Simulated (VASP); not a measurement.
Wanted: the native input for a VASP 6.6.1 run.

```yaml
Task: single point
Functional: PBEsol
Potentials_or_basis: VASP PAW PBE potentials, release 64 (C)
Cutoff: 520 eV
k_mesh: 12 × 12 × 4
Occupations: gaussian, width 0.5 eV
Spin: no spin polarisation
Dipole_correction: no
Further_INCAR_settings: ALGO = Normal; EDIFF = 1e-07; NBANDS = 16
```

The structure of C lies in POSCAR:

```
C
1.0
    1.2280480000     -2.1270620000      0.0000000000
    1.2280480000      2.1270620000      0.0000000000
    0.0000000000      0.0000000000      7.1732680000
C
4
Direct
    0.0833790000      0.9166210000      0.7531380000
    0.5833790000      0.4166210000      0.2468620000
    0.9166210000      0.0833790000      0.2468620000
    0.4166210000      0.5833790000      0.7531380000
```

The input as run:

INCAR

```
SYSTEM = C
ALGO = Normal
EDIFF = 1E-7
ENCUT = 520
GGA = PS
ISIF = 2
ISMEAR = 0
LASPH = .TRUE.
LCHARG = .FALSE.
LREAL = .FALSE.
LWAVE = .FALSE.
NBANDS = 16
NELM = 60
PREC = Accurate
SIGMA = 0.5
```

KPOINTS

```
k-points
0
G
  12 12 4
  0 0 0
```

Potentials or basis: VASP PAW PBE potentials, release 64 (C).

Run with:

```sh
$ cat potpaw_PBE.64/C/POTCAR > POTCAR
$ mpirun -np 1 vasp_std > vasp.out
```

Results of the run:

```
Pressure      : 1.6 GPa
Largest force : 0.021 eV/Å
```

Caveat: this functional lacks dispersion, which binds the layers, so the pressure and a relaxed spacing across them are unreliable; the PAW data sets were made with another functional, which shifts forces and pressure a little.

Run time: 48 s on 1 thread of AMD EPYC 7R13 Processor (Zen 3) (shared host), peak memory 0.15 GiB.
